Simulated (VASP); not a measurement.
# Ru (Fd-3m) in VASP: further runs

Runs on Ru. Level: PBE. Tasks: single point.

Program: VASP 6.6.1. These are calculated values, not measurements. Logs are shortened: lines on timing, memory, paths and dates and some standing lists are left out, and cuts for length are marked.

## 1. The cell of the first run

Symmetry: Fd-3m, No. 227, cubic system. The conventional cell has a = 5.381 Å, b = 5.381 Å, c = 5.381 Å, α = 90.00°, β = 90.00°, γ = 90.00°. Ru (site symmetry -43m) has 4 Ru at 2.33 Å within 3.1 Å.

This isn't the form of Ru at room conditions, which is hcp.

## 2. Single point, PBE, collinear spin, ferromagnetic start (19.47 Å³/atom)

Input file INCAR:

```
PREC = Accurate
ENCUT = 520
EDIFF = 1E-6
ISMEAR = -1
SIGMA = 0.05
LREAL = F
LASPH = T
NELM = 150
ALGO = Normal
ISIF = 2
LWAVE = F
LCHARG = F
ISPIN = 2
MAGMOM = 1 1
LORBIT = 11
LMAXMIX = 4
GGA = PE
NBANDS = 25
```

Input file KPOINTS:

```
regular mesh
0
Gamma
  16 16 16
```

Input file POSCAR:

```
Ru
1.0
    0.0000000000      2.6903139182      2.6903139182
    2.6903139182      0.0000000000      2.6903139182
    2.6903139182      2.6903139182      0.0000000000
Ru
2
Direct
    0.1250000000      0.1250000000      0.1250000000
    0.8750000000      0.8750000000      0.8750000000
```

Potentials or basis: VASP PAW PBE potentials, release 64 (Ru_pv).

Run with:

```sh
$ cat potpaw_PBE.64/Ru_pv/POTCAR > POTCAR
$ mpirun -np 1 vasp_std > vasp.out
```

OUTCAR:

```text
PREC = Accurate
   ENCUT = 520
   EDIFF = 1E-6
   ISMEAR = -1
   LREAL = F
   LASPH = T
   NELM = 150
   ISIF = 2
   ISPIN = 2
   LORBIT = 11
   GGA = PE

 ion  position               nearest neighbor table
   1  0.125  0.125  0.125-   2 2.33   2 2.33   2 2.33   2 2.33
   2  0.875  0.875  0.875-   1 2.33   1 2.33   1 2.33   1 2.33

  LATTYP: Found a face centered cubic cell.
 ALAT       =     5.3806278364

  Lattice vectors:

 A1 = (   0.0000000000,   2.6903139182,   2.6903139182)
 A2 = (   2.6903139182,   0.0000000000,   2.6903139182)
 A3 = (   2.6903139182,   2.6903139182,   0.0000000000)

Analysis of symmetry for initial positions (statically):
=====================================================================
 Subroutine PRICEL returns:
 Original cell was already a primitive cell.

 Routine SETGRP: Setting up the symmetry group for a
 face centered cubic supercell.

 Subroutine GETGRP returns: Found 48 space group operations
 (whereof 12 operations were pure point group operations)
 out of a pool of 48 trial point group operations.

The static configuration has the point symmetry D_3d.
 The point group associated with its full space group is O_h .

Analysis of symmetry for dynamics (positions and initial velocities):
=====================================================================
 Subroutine PRICEL returns:
 Original cell was already a primitive cell.

 Routine SETGRP: Setting up the symmetry group for a
 face centered cubic supercell.

 Subroutine GETGRP returns: Found 48 space group operations
 (whereof 12 operations were pure point group operations)
 out of a pool of 48 trial point group operations.

The dynamic configuration has the point symmetry D_3d.
 The point group associated with its full space group is O_h .

Analysis of structural, dynamic, and magnetic symmetry:
=====================================================================
 Subroutine PRICEL returns:
 Original cell was already a primitive cell.

 Routine SETGRP: Setting up the symmetry group for a
 face centered cubic supercell.

 Subroutine GETGRP returns: Found 48 space group operations
 (whereof 12 operations were pure point group operations)
 out of a pool of 48 trial point group operations.

The overall configuration has the point symmetry D_3d.
 The point group associated with its full space group is O_h .

 Subroutine INISYM returns: Found 48 space group operations
 (whereof 12 operations are pure point group operations),
 and found     1 'primitive' translations

----------------------------------------------------------------------------------------

                                     Primitive cell

  volume of cell :      38.9438

  direct lattice vectors                    reciprocal lattice vectors
     0.000000000  2.690313918  2.690313918    -0.185851917  0.185851917  0.185851917
     2.690313918  0.000000000  2.690313918     0.185851917 -0.185851917  0.185851917
     2.690313918  2.690313918  0.000000000     0.185851917  0.185851917 -0.185851917

  length of vectors
     3.804678430  3.804678430  3.804678430     0.321904964  0.321904964  0.321904964

  position of ions in fractional coordinates (direct lattice)
     0.125000000  0.125000000  0.125000000
     0.875000000  0.875000000  0.875000000

  ion indices of the primitive-cell ions
   primitive index   ion index
                 1           1
                 2           2

----------------------------------------------------------------------------------------

 KPOINTS: regular mesh

Automatic generation of k-mesh.
 Grid dimensions read from file:
 generate k-points for:   16   16   16

 Generating k-lattice:

  Cartesian coordinates                     Fractional coordinates (reciprocal lattice)
    -0.011615745  0.011615745  0.011615745     0.062500000  0.000000000  0.000000000
     0.011615745 -0.011615745  0.011615745     0.000000000  0.062500000  0.000000000
     0.011615745  0.011615745 -0.011615745     0.000000000  0.000000000  0.062500000

  Length of vectors
     0.020119060  0.020119060  0.020119060

  Shift w.r.t. Gamma in fractional coordinates (k-lattice)
     0.000000000  0.000000000  0.000000000

 Subroutine IBZKPT returns following result:
 ===========================================

 Found    145 irreducible k-points:

 Following reciprocal coordinates:
            Coordinates               Weight
  0.000000  0.000000  0.000000      1.000000
  0.062500  0.000000  0.000000      8.000000
  0.125000  0.000000  0.000000      8.000000
  0.187500  0.000000  0.000000      8.000000
  0.250000  0.000000  0.000000      8.000000
  0.312500  0.000000  0.000000      8.000000
[... 16 lines left out ...]
 -0.125000  0.062500  0.000000     24.000000
 -0.062500  0.062500  0.000000     12.000000
 [... further k-points ...]
   k-points           NKPTS =    145   k-points in BZ     NKDIM =    145   number of bands    NBANDS=     25
   number of dos      NEDOS =    301   number of ions     NIONS =      2
   total plane-waves  NPLWV =  21952
   dimension x,y,z NGX =    28 NGY =   28 NGZ =   28
   dimension x,y,z NGXF=    56 NGYF=   56 NGZF=   56
   ions per type =               2
   NGX,Y,Z   is equivalent  to a cutoff of  12.23, 12.23, 12.23 a.u.
   NGXF,Y,Z  is equivalent  to a cutoff of  24.47, 24.47, 24.47 a.u.
 SYSTEM =  unknown system
   PREC   = accura    normal or accurate (medium, high low for compatibility)
   ISTART =      0    job   : 0-new  1-cont  2-samecut
   ICHARG =      2    charge: 1-file 2-atom 10-const
   ISPIN  =      2    spin polarized calculation?
   LNONCOLLINEAR =      F non collinear calculations
   LSORBIT =      F    spin-orbit coupling
   LASPH  =      T    aspherical Exc in radial PAW
   ENCUT  =  520.0 eV  38.22 Ry    6.18 a.u.   7.07  7.07  7.07*2*pi/ulx,y,z
   NELM   =    150;   NELMIN=  2; NELMDL= -5     # of ELM steps
   EDIFF  = 0.1E-05   stopping-criterion for ELM
   LREAL  =      F    real-space projection
   EDIFFG = 0.1E-04   stopping-criterion for IOM
   NSW    =      0    number of steps for IOM
   IBRION =     -1    ionic relax: 0-MD 1-quasi-New 2-CG
   NFREE  =      0    steps in history (QN), initial steepest desc. (CG)
   ISIF   =      2    stress and relaxation
   ISYM   =      2    0-nonsym 1-usesym 2-fastsym
   POTIM  = 0.5000    time-step for ionic-motion
   TEBEG  =    0.0;   TEEND  =   0.0 temperature during run
   PSTRESS=    0.0 pullay stress
   NELECT =      28.0000    total number of electrons
   NUPDOWN=      -1.0000    fix difference up-down
   EMIN   =  10.00;   EMAX   =-10.00  energy-range for DOS
   EFERMI =   0.00;   METHOD = LEGACY
   ISMEAR =    -1;   SIGMA  =   0.05  broadening in eV -4-tet -1-fermi 0-gaus
   EFERMI_NEDOS =   21; number of points for ismear=-14 and -15
   IALGO  =     38    algorithm
   IMIX   =      4    mixing-type and parameters
     AMIX     =   0.40;   BMIX     =  1.00
     AMIX_MAG =   1.60;   BMIX_MAG =  1.00
  volume/ion in A,a.u.               =      19.47       131.40
  Fermi-wavevector in a.u.,A,eV,Ry     =   1.466610  2.771490 29.265370  2.150944
  Thomas-Fermi vector in A             =   2.582327
   LORBIT       =     11    0 simple, 1 ext, 2 COOP (PROOUT), +10 PAW based schemes
   GGA     = PE    functional components
   LHFCALC =     F    Hartree Fock is set to
   AEXX    =    0.0000 exact exchange contribution
   IVDW    =     0    specifies the selected vdW correction
   LEPSILON=     F    determine dielectric tensor
   LRPA    =     F    only Hartree local field effects (RPA)
 spin polarized calculation
  energy-cutoff  :      520.00
  volume of cell :       38.94
 maximum number of plane-waves:      1067
   NGX = 15   NGY = 15   NGZ = 15

 number of electron      27.9999990 magnetization      -0.0020836

 number of electron      27.9999990 magnetization       0.0002578

 Free energy of the ion-electron system (eV)
  ---------------------------------------------------
  ext. energy  EPLUGINS =         0.00000000
  ---------------------------------------------------
  free energy    TOTEN  =       -16.05927132 eV

  energy without entropy =      -16.04438178  energy(sigma->0) =      -16.05182655

 E-fermi :   7.5461     XC(G=0): -11.5575

 val. band max:        7.5425035370   @ k =  -0.4375   0.1250   0.0625
 cond. band min:       7.5512761992   @ k =   0.4375   0.3125   0.0625
 fundamental gap:      0.0087726622
 Fermi energy:         7.5461270872

 spin component 1

 k-point     1 :       0.0000    0.0000    0.0000
  band No.  band energies     occupation
      1     -35.6984      1.00000
      2     -35.6984      1.00000
      3     -35.6984      1.00000
      4     -34.7213      1.00000
      5     -34.7213      1.00000
      6     -34.7213      1.00000
[... 17 lines left out ...]
     24      21.2716      0.00000
     25      22.6726      0.00000

 k-point     2 :       0.0625    0.0000    0.0000
  band No.  band energies     occupation
      1     -35.7030      1.00000
      2     -35.7030      1.00000
      3     -35.6977      1.00000
      4     -34.7223      1.00000
      5     -34.7164      1.00000
      6     -34.7164      1.00000
[... 17 lines left out ...]
     24      21.4485      0.00000
     25      22.4636      0.00000

 k-point     3 :       0.1250    0.0000    0.0000
  band No.  band energies     occupation
      1     -35.7158      1.00000
      2     -35.7158      1.00000
      3     -35.6958      1.00000
      4     -34.7252      1.00000
      5     -34.7029      1.00000
      6     -34.7029      1.00000
[... 552 lines left out ...]
 k-point    23 :      -0.1250    0.0625    0.0000
  band No.  band energies     occupation
      1     -35.7399      1.00000
      2     -35.7186      1.00000
      3     -35.6849      1.00000
      4     -34.7368      1.00000
      5     -34.6997      1.00000
      6     -34.6780      1.00000
[... 17 lines left out ...]
     24      21.3974      0.00000
     25      22.2154      0.00000

 k-point    24 :      -0.0625    0.0625    0.0000
  band No.  band energies     occupation
      1     -35.7183      1.00000
      2     -35.7066      1.00000
      3     -35.6919      1.00000
      4     -34.7287      1.00000
      5     -34.7125      1.00000
      6     -34.7004      1.00000
[... 17 lines left out ...]
     24      21.1327      0.00000
     25      22.5743      0.00000

 [... further k-points ...]

 spin component 2

 k-point     1 :       0.0000    0.0000    0.0000
  band No.  band energies     occupation
      1     -35.6982      1.00000
      2     -35.6982      1.00000
      3     -35.6982      1.00000
      4     -34.7211      1.00000
      5     -34.7211      1.00000
      6     -34.7211      1.00000
[... 17 lines left out ...]
     24      21.2712      0.00000
     25      22.6728      0.00000

 k-point     2 :       0.0625    0.0000    0.0000
  band No.  band energies     occupation
      1     -35.7028      1.00000
      2     -35.7028      1.00000
      3     -35.6975      1.00000
      4     -34.7222      1.00000
      5     -34.7163      1.00000
      6     -34.7163      1.00000
[... 17 lines left out ...]
     24      21.4482      0.00000
     25      22.4653      0.00000

 k-point     3 :       0.1250    0.0000    0.0000
  band No.  band energies     occupation
      1     -35.7156      1.00000
      2     -35.7156      1.00000
      3     -35.6956      1.00000
      4     -34.7251      1.00000
      5     -34.7027      1.00000
      6     -34.7027      1.00000
[... 552 lines left out ...]
 k-point    23 :      -0.1250    0.0625    0.0000
  band No.  band energies     occupation
      1     -35.7397      1.00000
      2     -35.7185      1.00000
      3     -35.6847      1.00000
      4     -34.7367      1.00000
      5     -34.6996      1.00000
      6     -34.6778      1.00000
[... 17 lines left out ...]
     24      21.3972      0.00000
     25      22.2155      0.00000

 k-point    24 :      -0.0625    0.0625    0.0000
  band No.  band energies     occupation
      1     -35.7182      1.00000
      2     -35.7064      1.00000
      3     -35.6918      1.00000
      4     -34.7286      1.00000
      5     -34.7124      1.00000
      6     -34.7002      1.00000
[... 17 lines left out ...]
     24      21.1325      0.00000
     25      22.5715      0.00000

 [... further k-points ...]

------------------------ aborting loop because EDIFF is reached ----------------------------------------

  FORCE on cell =-STRESS in cart. coord.  units (eV):
  Direction    XX          YY          ZZ          XY          YZ          ZX
  --------------------------------------------------------------------------------------
  -------------------------------------------------------------------------------------
  Total        1.8710805      1.8710805      1.8710805      0.0000000      0.0000000     -0.0000000
  in kB       76.9775664     76.9775664     76.9775664      0.0000000      0.0000000     -0.0000000
  external PRESSURE =      76.9775664 kB  Pullay stress =       0.0000000 kB

 VOLUME and BASIS-vectors are now :
 -----------------------------------------------------------------------------
  energy-cutoff  :      520.00
  volume of cell :       38.94
      direct lattice vectors                 reciprocal lattice vectors
     0.000000000  2.690313918  2.690313918    -0.185851917  0.185851917  0.185851917
     2.690313918  0.000000000  2.690313918     0.185851917 -0.185851917  0.185851917
     2.690313918  2.690313918  0.000000000     0.185851917  0.185851917 -0.185851917

 POSITION                                       TOTAL-FORCE (eV/Angst)
 -----------------------------------------------------------------------------------
      0.67258      0.67258      0.67258        -0.000000      0.000000     -0.000000
      4.70805      4.70805      4.70805         0.000000     -0.000000      0.000000
 -----------------------------------------------------------------------------------
    total drift:                                0.000000     -0.000000     -0.000000

  FREE ENERGIE OF THE ION-ELECTRON SYSTEM (eV)
  ---------------------------------------------------
  free  energy   TOTEN  =       -16.0592713189 eV

  energy  without entropy=      -16.0443817754  energy(sigma->0) =      -16.05182655

 total charge

# of ion       s       p       d       tot
------------------------------------------
    1        0.470   6.218   6.135  12.824
    2        0.470   6.218   6.135  12.824
--------------------------------------------------
tot          0.941  12.437  12.270  25.647

 magnetization (x)

# of ion       s       p       d       tot
------------------------------------------
    1        0.000  -0.000   0.000   0.000
    2        0.000  -0.000   0.000   0.000
--------------------------------------------------
tot          0.000  -0.000   0.000   0.000
```

Run time: 3.8 min. Hardware: 1 thread of Intel Xeon 8259CL, shared host; peak memory 0.31 GiB.

What came out:

```
Free energy                                           : -16.0593 eV
Pressure                                              : 7.7 GPa
Band gap on the k mesh                                : zero (filled and empty bands overlap)
Net moment                                            : 0.00 μB per cell
Valence electrons inside the program's atomic spheres : Ru 12.82
```

Caveat: the cell stands under pressure; an empty level that is flat over the whole mesh can mark a ghost state of the potentials, or a narrow d or f band.

## 3. Single point, PBE, collinear spin, ferromagnetic start (20.28 Å³/atom)

This run uses another cell than the first one, of 20.28 Å³/atom.

Input file INCAR:

```
SYSTEM = Ru
  PREC = Accurate
  ENCUT = 520
  EDIFF = 1E-6
  ISMEAR = -1
  SIGMA = 0.05
  LREAL = .False.
  LASPH = .True.
  NELM = 150
  ALGO = Normal
  ISIF = 2
  LWAVE = .False.
  LCHARG = .True.
  ISPIN = 2
  MAGMOM = 1 1
  LORBIT = 11
  LMAXMIX = 4
  GGA = PE
  LELF = .True.
  LVHAR = .True.
  NBANDS = 25
```

Input file KPOINTS:

```
regular mesh
0
Gamma
  16 16 16
  0 0 0
```

Input file POSCAR:

```
Ru
1.0
    0.0000000000      2.7271721137      2.7271721137
    2.7271721137      0.0000000000      2.7271721137
    2.7271721137      2.7271721137      0.0000000000
Ru
2
Direct
    0.1250000000      0.1250000000      0.1250000000
    0.8750000000      0.8750000000      0.8750000000
```

Potentials or basis: VASP PAW PBE potentials, release 64 (Ru_pv).

Run with:

```sh
$ cat potpaw_PBE.64/Ru_pv/POTCAR > POTCAR
$ mpirun -np 1 vasp_std > vasp.out
```

Wall time 5.9 min (1 thread of Intel Xeon 8259CL, shared host); peak memory 0.33 GiB.

The run converged. Its results:

| Item | Value |
| --- | --- |
| Free energy | -16.0991 eV |
| Pressure | 0.3 GPa |
| Band gap on the k mesh | zero (filled and empty bands overlap) |
| Net moment | 0.00 μB per cell |
| Valence electrons inside the program's atomic spheres | Ru 12.75 |

Levels at points of the mesh, in eV from the Fermi level:
Spin up:
```tsv
k point	band 10	band 11	band 12	band 13	band 14	band 15	band 16	band 17	band 18	band 19
(0.00, 0.00, 0.00)	-3.18	-3.18	-3.18	-0.46	-0.46	-0.46	1.84	1.84	10.92	10.92
(0.50, 0.00, 0.00)	-3.42	-3.42	-3.18	-0.36	0.22	0.22	1.40	1.40	3.06	10.42
(0.50, 0.50, 0.00)	-3.40	-1.38	-1.38	-1.25	-1.25	1.69	1.69	3.36	3.36	5.21
```
Spin down:
| k point | band 11 | band 12 | band 13 | band 14 | band 15 | band 16 | band 17 | band 18 |
| --- | --- | --- | --- | --- | --- | --- | --- | --- |
| (0.00, 0.00, 0.00) | -3.18 | -3.18 | -0.46 | -0.46 | -0.46 | 1.84 | 1.84 | 10.92 |
| (0.50, 0.00, 0.00) | -3.42 | -3.18 | -0.36 | 0.22 | 0.22 | 1.40 | 1.40 | 3.06 |
| (0.50, 0.50, 0.00) | -1.38 | -1.38 | -1.25 | -1.25 | 1.69 | 1.69 | 3.36 | 3.36 |

Caveat: an empty level that is flat over the whole mesh can mark a ghost state of the potentials, or a narrow d or f band.

The gap in the log of VASP goes by the Fermi energy; the results here count the filled bands.